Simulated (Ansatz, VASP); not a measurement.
One calculation of Cu, two programs

```
Cu
1.0
     0.00000    1.80750    1.80750
     1.87980    0.00000    1.80750
     1.87980    1.80750    0.00000
Cu
1
Cartesian
  0.0000 0.0000 0.0000
```

Change from the starting cell: strain +0.0400 x Voigt [1, 0, 0, 0, 0, 0], atoms carried along.

Alike in both runs: task single point; functional PBEsol; k mesh 22 × 22 × 22; occupations gaussian, width 0.15 eV; no spin polarisation.

|  | VASP | Ansatz |
| --- | --- | --- |
| version | VASP 6.6.1 | Ansatz 0.2.0 |
| potentials or method | VASP PAW PBE potentials, release 64 (Cu), cutoff 520 eV | scalar-relativistic, plane waves, PAW |
| valence electrons in the cell | 11 | 19 |

Ansatz gave:

| Quantity | Value |
| --- | --- |
| gap on the k mesh at the Fermi level (eV) | none |
| pressure (GPa) | -11.2 |
| traceless stress, the component that is largest in VASP (GPa) | -1.54 |

**Question.** Estimate VASP's values.

**Answer.** gap on the k mesh at the Fermi level (eV): none; pressure (GPa): -10.5; traceless stress, the component that is largest in VASP (GPa): -1.55.

VASP's potentials were made for PBE, not for PBEsol. A gap of «none» marks a metal or a gap that the smearing closes. VASP's potentials hold 11 valence electrons a cell and Ansatz's 19, so a difference there can come from the potentials and not from the codes.
